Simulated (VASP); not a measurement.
# SrCaF4 (P1) in VASP: a series of runs

The runs below take SrCaF4 through single point, relaxation of cell and atoms, with PBE.

Program: VASP 6.6.1. These are calculated values, not measurements. Logs are shortened: lines on timing, memory, paths and dates and some standing lists are left out, and cuts for length are marked.

### Step 1. The cell of the first run

The typed cell holds 24 atoms: a = 8.051 Å, b = 8.047 Å, c = 8.025 Å, α = 60.17°, β = 60.19°, γ = 59.87°.

### Step 2. Single point, PBE

Contents of INCAR:

```
PREC = Accurate
ENCUT = 700
EDIFF = 1E-6
ISMEAR = 0
SIGMA = 0.1
LREAL = Auto
LASPH = True
NELM = 120
ALGO = Normal
ISIF = 2
LWAVE = False
LCHARG = True
GGA = PE
LELF = True
LVHAR = True
NBANDS = 114
ISYM = -1
GGA_COMPAT = False
```

Contents of KPOINTS:

```
explicit points
1
Reciprocal
  0.25000000   0.25000000   0.25000000 1
```

Contents of POSCAR:

```
SrCaF4
1.0
   -5.7106275924      5.6753912890     -0.0076710979
   -5.7079018935     -0.0049453990      5.6726739118
    0.0070188803      5.6747390714      5.6747473931
F Ca Sr
16 4 4
Direct
    0.8708818459      0.8682951887      0.3811389229
    0.3816668964      0.8805216234      0.3696156938
    0.8817161368      0.3805802299      0.3709791458
    0.8699266837      0.8692077522      0.8812304065
    0.3699882626      0.3692647002      0.3811271048
    0.3816699240      0.8805594213      0.8709219942
    0.8816247053      0.3804971831      0.8695791160
    0.3706421322      0.3683616556      0.8812765239
    0.6320534701      0.6296451683      0.1197538437
    0.1197719967      0.6182346639      0.1305281876
    0.6196828870      0.1182568071      0.1314060522
    0.6305425173      0.6309833221      0.6197918875
    0.1306122606      0.1309059433      0.1198430995
    0.1197227826      0.6182423246      0.6313688240
    0.6197578630      0.1182976841      0.6304995981
    0.1321065298      0.1295331297      0.6197208566
    0.5008195267      0.9994406037      1.0005959489
    1.0008179905      0.4995398457      0.0005443412
    0.5006036575     -0.0005406445      0.5006290461
    0.0006888572      0.4995289575      0.5005748039
    0.0007410981     -0.0004996285      1.0006050118
    1.0007697024     -0.0004889335      0.5005100381
    0.5007383091      0.4994607040      1.0006240292
    0.5007377513      0.4994485591      0.5005892160
```

Potentials or basis: VASP PAW PBE potentials, release 64 (F, Ca_sv, Sr_sv).

Launch:

```
$ cat potpaw_PBE.64/F/POTCAR potpaw_PBE.64/Ca_sv/POTCAR potpaw_PBE.64/Sr_sv/POTCAR > POTCAR
$ mpirun -np 1 vasp_std > vasp.out
```

OUTCAR:

```text
PREC = Accurate
   ENCUT = 700
   EDIFF = 1E-6
   ISMEAR = 0
   LREAL = Auto
   LASPH = True
   NELM = 120
   ISIF = 2
   GGA = PE
   ISYM = -1

 ion  position               nearest neighbor table
   1  0.871  0.868  0.381-  20 2.42  19 2.43  22 2.50  21 2.50
   2  0.382  0.881  0.370-  19 2.42  17 2.43  24 2.50  22 2.50
   3  0.882  0.381  0.371-  20 2.41  18 2.44  22 2.50  24 2.51
   4  0.870  0.869  0.881-  17 2.43  18 2.43  21 2.50  22 2.50
   5  0.370  0.369  0.381-  20 2.43  19 2.43  24 2.50  23 2.50
   6  0.382  0.881  0.871-  17 2.41  19 2.43  23 2.50  21 2.51
[... 8 lines left out ...]
  15  0.620  0.118  0.630-  19 2.41  17 2.43  24 2.50  22 2.51
  16  0.132  0.130  0.620-  19 2.42  20 2.43  22 2.50  21 2.50
  17  0.501  0.999  0.001-   6 2.41  11 2.42   8 2.42   2 2.43   4 2.43   9 2.43  15 2.43  13 2.43
                            23 4.02  23 4.02  21 4.03  21 4.03  24 4.03  24 4.03  22 4.03  22 4.03
  18  0.001  0.500  0.001-  10 2.41  13 2.42   7 2.42   9 2.42  14 2.43   4 2.43   8 2.43   3 2.44
                            21 4.02  21 4.02  23 4.02  23 4.03  22 4.03  22 4.03  24 4.03  24 4.03
  19  0.501  0.999  0.501-  15 2.41   2 2.42  12 2.42  16 2.42  11 2.43   5 2.43   6 2.43   1 2.43
                            24 4.02  24 4.02  22 4.02  22 4.03  23 4.03  23 4.03  21 4.03  21 4.03
  20  0.001  0.500  0.501-   3 2.41  14 2.42   1 2.42   7 2.43   5 2.43  16 2.43  10 2.43  12 2.43
                            22 4.02  22 4.02  24 4.03  24 4.03  21 4.03  21 4.03  23 4.03  23 4.03
  21  0.001  1.000  0.001-   4 2.50  13 2.50   1 2.50   7 2.50  16 2.50   6 2.51  10 2.51  11 2.51
                            22 4.01  22 4.01  23 4.02  23 4.02  18 4.02  18 4.02  17 4.03  17 4.03
  22  0.001  1.000  0.501-   1 2.50  16 2.50  13 2.50   4 2.50   3 2.50   2 2.50  15 2.51  14 2.51
                            21 4.01  21 4.01  24 4.02  24 4.02  20 4.02  20 4.02  19 4.02  19 4.03
  23  0.501  0.499  0.001-   8 2.50   9 2.50   5 2.50  12 2.50   6 2.50   7 2.50  11 2.51  10 2.51
                            24 4.01  24 4.01  21 4.02  21 4.02  17 4.02  17 4.02  18 4.02  18 4.03
  24  0.501  0.499  0.501-   5 2.50  12 2.50   8 2.50   9 2.50   2 2.50  15 2.50   3 2.51  14 2.51
                            23 4.01  23 4.01  22 4.02  22 4.02  19 4.02  19 4.02  20 4.03  20 4.03

IMPORTANT INFORMATION: All symmetrisations will be switched off!
NOSYMM: (Re-)initialisation of all symmetry stuff for point group C_1.

----------------------------------------------------------------------------------------

                                     Primitive cell

  volume of cell :     368.2962

  direct lattice vectors                    reciprocal lattice vectors
    -5.710627592  5.675391289 -0.007671098    -0.087481230  0.088056064 -0.087947732
    -5.707901893 -0.004945399  5.672673912    -0.087565226 -0.087989807  0.088097984
     0.007018880  5.674739071  5.674747393     0.087414974  0.088076691  0.088034616

  length of vectors
     8.051173370  8.047322399  8.025301911     0.152123764  0.152220662  0.152147871

  position of ions in fractional coordinates (direct lattice)
     0.870881846  0.868295189  0.381138923
     0.381666896  0.880521623  0.369615694
     0.881716137  0.380580230  0.370979146
     0.869926684  0.869207752  0.881230407
[... 97 lines left out ...]
     AMIX_MAG =   1.60;   BMIX_MAG =  1.00
  volume/ion in A,a.u.               =      15.35       103.56
  Fermi-wavevector in a.u.,A,eV,Ry     =   1.317577  2.489860 23.619854  1.736010
  Thomas-Fermi vector in A             =   2.447609
   LORBIT       =      0    0 simple, 1 ext, 2 COOP (PROOUT), +10 PAW based schemes
   GGA     = PE    functional components
   LHFCALC =     F    Hartree Fock is set to
   AEXX    =    0.0000 exact exchange contribution
   IVDW    =     0    specifies the selected vdW correction
   LEPSILON=     F    determine dielectric tensor
   LRPA    =     F    only Hartree local field effects (RPA)
 non-spin polarized calculation
 Gauss-broadening in eV      SIGMA  =   0.10
  energy-cutoff  :      700.00
  volume of cell :      368.30
 maximum number of plane-waves:     15514
 NGX is ok and might be reduce to    70
   NGX = 35   NGY = 35   NGZ = 35

 number of electron     191.9999972 magnetization

 Free energy of the ion-electron system (eV)
  ---------------------------------------------------
  ext. energy  EPLUGINS =         0.00000000
  ---------------------------------------------------
  free energy    TOTEN  =      -137.24726583 eV

  energy without entropy =     -137.24726583  energy(sigma->0) =     -137.24726583

 E-fermi :  -1.0387     XC(G=0):  -9.2320

 val. band max:       -1.5994312393   @ k =   0.2500   0.2500   0.2500
 cond. band min:       5.6358403538   @ k =   0.2500   0.2500   0.2500
 fundamental gap:      7.2352715931
 Fermi energy:        -1.0387260476

 k-point     1 :       0.2500    0.2500    0.2500
  band No.  band energies     occupation
      1     -37.8623      2.00000
      2     -37.8576      2.00000
      3     -37.8558      2.00000
      4     -37.8512      2.00000
      5     -31.7253      2.00000
      6     -31.7085      2.00000
[... 100 lines left out ...]
    107       7.8304      0.00000
    108       7.8875      0.00000
 [bands above 108 left out]

------------------------ aborting loop because EDIFF is reached ----------------------------------------

  FORCE on cell =-STRESS in cart. coord.  units (eV):
  Direction    XX          YY          ZZ          XY          YZ          ZX
  --------------------------------------------------------------------------------------
  -------------------------------------------------------------------------------------
  Total        0.4766368      0.4628789      0.4552667      0.0454671      0.0407633     -0.0160697
  in kB        2.0734849      2.0136347      1.9805198      0.1977928      0.1773303     -0.0699072
  external PRESSURE =       2.0225465 kB  Pullay stress =       0.0000000 kB

 VOLUME and BASIS-vectors are now :
 -----------------------------------------------------------------------------
  energy-cutoff  :      700.00
  volume of cell :      368.30
      direct lattice vectors                 reciprocal lattice vectors
    -5.710627592  5.675391289 -0.007671098    -0.087481230  0.088056064 -0.087947732
    -5.707901893 -0.004945399  5.672673912    -0.087565226 -0.087989807  0.088097984
     0.007018880  5.674739071  5.674747393     0.087414974  0.088076691  0.088034616

 POSITION                                       TOTAL-FORCE (eV/Angst)
 -----------------------------------------------------------------------------------
     -9.92675      7.10117      7.08174         0.013823     -0.002838      0.001066
     -7.20289      4.25923      7.08946        -0.008955      0.000150      0.003704
     -7.20486      7.10741      4.25736        -0.004655     -0.001932      0.002371
     -9.92299      9.93363      9.92482         0.009757     -0.003239     -0.001182
     -4.21792      4.26080      4.25468         0.014870     -0.002388      0.000832
     -7.19961      7.10403      9.93446        -0.006538      0.000719      0.004017
[... 16 lines left out ...]
     -5.71040      2.84296      2.83298        -0.002031      0.000439     -0.001042
     -5.70682      5.68013      5.67008        -0.001193      0.001971     -0.000357
 -----------------------------------------------------------------------------------
    total drift:                               -0.000335      0.002975     -0.009923

  FREE ENERGIE OF THE ION-ELECTRON SYSTEM (eV)
  ---------------------------------------------------
  free  energy   TOTEN  =      -137.2472658332 eV

  energy  without entropy=     -137.2472658332  energy(sigma->0) =     -137.24726583
```

OSZICAR:

```text
N       E                     dE             d eps       ncg     rms          rms(c)
DAV:   1     0.221554172232E+04    0.22155E+04   -0.12178E+05   228   0.209E+03
DAV:   2     0.644032517192E+02   -0.21511E+04   -0.21028E+04   262   0.508E+02
DAV:   3    -0.137463485124E+03   -0.20187E+03   -0.20115E+03   270   0.162E+02
DAV:   4    -0.148237795916E+03   -0.10774E+02   -0.10760E+02   368   0.282E+01
DAV:   5    -0.148737885796E+03   -0.50009E+00   -0.49998E+00   360   0.562E+00    0.359E+01
DAV:   6    -0.136899036154E+03    0.11839E+02   -0.62334E+01   312   0.224E+01    0.283E+01
DAV:   7    -0.137031664516E+03   -0.13263E+00   -0.31420E+00   320   0.537E+00    0.151E+01
DAV:   8    -0.137183178103E+03   -0.15151E+00   -0.41671E-01   272   0.296E+00    0.150E+00
DAV:   9    -0.137222533554E+03   -0.39355E-01   -0.10695E-01   288   0.985E-01    0.501E-01
DAV:  10    -0.137245716559E+03   -0.23183E-01   -0.25156E-02   312   0.468E-01    0.241E-01
DAV:  11    -0.137246701188E+03   -0.98463E-03   -0.19665E-03   312   0.120E-01    0.945E-02
DAV:  12    -0.137247262064E+03   -0.56088E-03   -0.12365E-03   288   0.120E-01    0.611E-02
DAV:  13    -0.137247259948E+03    0.21154E-05   -0.10456E-04   304   0.431E-02    0.204E-02
DAV:  14    -0.137247265572E+03   -0.56234E-05   -0.18468E-05   288   0.158E-02    0.800E-03
DAV:  15    -0.137247265833E+03   -0.26162E-06   -0.25738E-06   200   0.891E-03
   1 F= -.13724727E+03 E0= -.13724727E+03  d E =-.126953E-14
```

It took 6.3 min on 1 thread of Intel Xeon 8259CL, shared host; peak memory 0.68 GiB.

Results:

```yaml
Free_energy: -137.2473 eV
Pressure: 0.2 GPa
Largest_force: 0.015 eV/Å
```

Forces on the atoms (eV/Å):
```
F    0.014 -0.003  0.001
F   -0.009  0.000  0.004
F   -0.005 -0.002  0.002
F    0.010 -0.003 -0.001
F    0.015 -0.002  0.001
F   -0.007  0.001  0.004
F   -0.011  0.001  0.006
F    0.009 -0.001 -0.002
F   -0.010  0.000 -0.002
F    0.008 -0.002  0.000
F    0.008 -0.001  0.000
F   -0.013  0.003 -0.004
F   -0.014  0.001 -0.003
F    0.008 -0.001  0.002
F    0.010 -0.001 -0.001
F   -0.010  0.000  0.000
Ca   0.000 -0.001  0.000
Ca   0.003 -0.001 -0.002
Ca  -0.004  0.003 -0.001
Ca  -0.002  0.002 -0.001
Sr   0.000  0.001 -0.002
Sr   0.002  0.003  0.001
Sr  -0.002  0.000 -0.001
Sr  -0.001  0.002  0.000
```

Levels at points of the mesh, in eV from the Fermi level:
```
           k point  band 94  band 95  band 96  band 97  band 98  band 99
(0.25, 0.25, 0.25)    -0.61    -0.60    -0.56     6.67     7.38     7.75
```

### Step 3. Relaxation of cell and atoms, PBE

This run uses another cell than the first one, of 12.55 Å³/atom.

Contents of INCAR:

```
PREC     = Accurate       # precision mode
ENCUT    = 700            # plane-wave cutoff, eV
EDIFF    = 1E-7           # SCF threshold, eV
ISMEAR   = 0              # smearing method
SIGMA    = 0.1            # smearing width, eV
LREAL    = Auto         
LASPH    = True           # aspherical terms in the spheres
NELM     = 120            # most SCF steps
ALGO     = Normal         # electronic algorithm
ISIF     = 3              # what is computed and relaxed
LWAVE    = False          # write WAVECAR
LCHARG   = False          # write CHGCAR
GGA      = PE             # functional
IBRION   = 2              # ionic algorithm
NSW      = 70             # ionic steps
EDIFFG   = -0.04          # ionic threshold
ISYM     = -1           
GGA_COMPAT= False        
NELMIN   = 4
```

KPOINTS is that of step 2.

Contents of POSCAR:

```
SrCaF4
1.0
   -5.3202827400      5.3202827400      0.0000000000
   -5.3202827400      0.0000000000      5.3202827400
    0.0000000000      5.3202827400      5.3202827400
F Ca Sr
16 4 4
Direct
    0.8761890546      0.8731627037      0.3786955511
    0.3722458377      0.8722765601      0.3795029927
    0.8722034070      0.3752686027      0.3779152657
    0.8766059327      0.8716380052      0.8763324051
    0.3746526210      0.3770941237      0.3753567112
    0.3732595088      0.8761158864      0.8780166869
    0.8746542989      0.3768465587      0.8751655574
    0.3768023360      0.3729683261      0.8735706685
    0.6274821675      0.6236781225      0.1223831843
    0.1282538683      0.6245119778      0.1192220743
    0.6230899745      0.1233863136      0.1224901323
    0.6235923627      0.6263271135      0.6227085819
    0.1258941224      0.1236126302      0.1263705334
    0.1247405561      0.6253694199      0.6308630173
    0.6279273414      0.1208861218      0.6322791139
    0.1308963464      0.1224891921      0.6227361999
    0.5048349231      0.9961204196      0.9999546330
    0.9974173046      0.5002729376      0.0036976440
    0.4983411940      0.0015330105      0.5036721598
    0.0045743979      0.5059360730      0.4959736810
    0.0028004081      0.0006281166      0.9974709893
    0.9949445573      0.0014982195      0.5028513487
    0.5069204289      0.4962313701      0.9970113606
    0.4999608368      0.4994244561      0.4992132000
```

Potentials or basis: VASP PAW PBE potentials, release 64 (F, Ca_sv, Sr_sv).

Launch:

```
$ cat potpaw_PBE.64/F/POTCAR potpaw_PBE.64/Ca_sv/POTCAR potpaw_PBE.64/Sr_sv/POTCAR > POTCAR
$ mpirun -np 1 vasp_std > vasp.out
```

Run time: 48 min. Hardware: 1 thread of Intel Xeon 8259CL, shared host; peak memory 0.81 GiB.

Results (log left out):

- Free energy: -137.0424 eV
- Relaxed volume: 15.39 Å³/atom
- Relaxed cell: a = 8.060 Å, b = 8.057 Å, c = 8.030 Å, α = 60.19°, β = 60.20°, γ = 59.82°
- Space group after relaxing (to 0.1 Å): P4/mmm (No. 123)
- Energy gained by relaxing: 202.9 meV/atom
- Ionic steps: 9
- Pressure after relaxing: 0.0 GPa
- Largest force after relaxing: 0.024 eV/Å

Forces on the atoms (eV/Å):
```
F   -0.001  0.000 -0.004
F   -0.010 -0.003 -0.008
F    0.012 -0.004 -0.017
F   -0.001 -0.019 -0.002
F    0.005  0.006 -0.004
F   -0.003  0.009  0.009
F    0.008  0.014  0.017
F   -0.013 -0.001  0.000
F   -0.006  0.007  0.009
F    0.009 -0.004  0.008
F   -0.010 -0.002  0.007
F    0.020  0.010 -0.001
F   -0.003 -0.003  0.002
F   -0.001  0.000 -0.008
F   -0.009 -0.011 -0.004
F    0.021  0.000  0.001
Ca  -0.012 -0.010  0.002
Ca  -0.007 -0.006 -0.003
Ca   0.003  0.003 -0.004
Ca   0.013  0.007 -0.001
Sr  -0.002 -0.001 -0.008
Sr  -0.007  0.008 -0.013
Sr   0.000 -0.008  0.006
Sr  -0.007  0.007  0.016
```

Stress tensor (GPa, compression positive):
```
-0.05  0.01  0.00
 0.01  0.04  0.01
 0.00  0.01  0.04
```

The path:
```tsv
step	energy change (eV)	largest force (eV/Å)	pressure (GPa)	volume (Å³)
1	0.0000	1.3350	24.64	301.19
2	-4.5465	0.1322	-3.79	393.38
3	-4.8105	0.2799	-0.10	370.69
4	-4.8112	0.2676	-0.38	372.18
5	-4.8427	0.1750	-0.23	371.04
6	-4.8623	0.1124	0.04	369.17
7	-4.8656	0.0610	0.01	369.30
8	-4.8675	0.0545	-0.03	369.50
9	-4.8690	0.0241	0.01	369.31
```

Final structure:
```
F Ca Sr
1.0
    -5.72022    5.67858   -0.00682
    -5.71802   -0.00471    5.67638
     0.00630    5.67812    5.67802
F Ca Sr
16 4 4
Direct
  0.87062 0.86907 0.38109
  0.38094 0.88019 0.37055
  0.88151 0.38143 0.37102
  0.87008 0.86842 0.88230
  0.37017 0.36988 0.38051
  0.38149 0.88028 0.87074
  0.88220 0.38070 0.86834
  0.37037 0.36749 0.88166
  0.63221 0.62897 0.11942
  0.12050 0.61824 0.12992
  0.61945 0.11749 0.13164
  0.63106 0.63194 0.61861
  0.13047 0.13059 0.12037
  0.11936 0.61867 0.63173
  0.61932 0.11770 0.63174
  0.13267 0.13072 0.61884
  0.50050 0.99833 0.00162
  0.00096 0.49910 0.00081
  0.50048 0.99972 0.50059
  0.00106 0.50059 0.49963
  0.00086 0.99963 0.00049
  0.00001 0.99995 0.50141
  0.50139 0.49896 0.99980
  0.50060 0.49921 0.50062
```

Levels at points of the mesh, in eV from the Fermi level:
```
           k point  band 93  band 94  band 95  band 96  band 97  band 98  band 99  band 100
(0.25, 0.25, 0.25)    -0.70    -0.60    -0.59    -0.55     6.67     7.38     7.75      7.85
```

Caveat: the volume moved by over 15 % at a fixed basis, so the end points are rough.
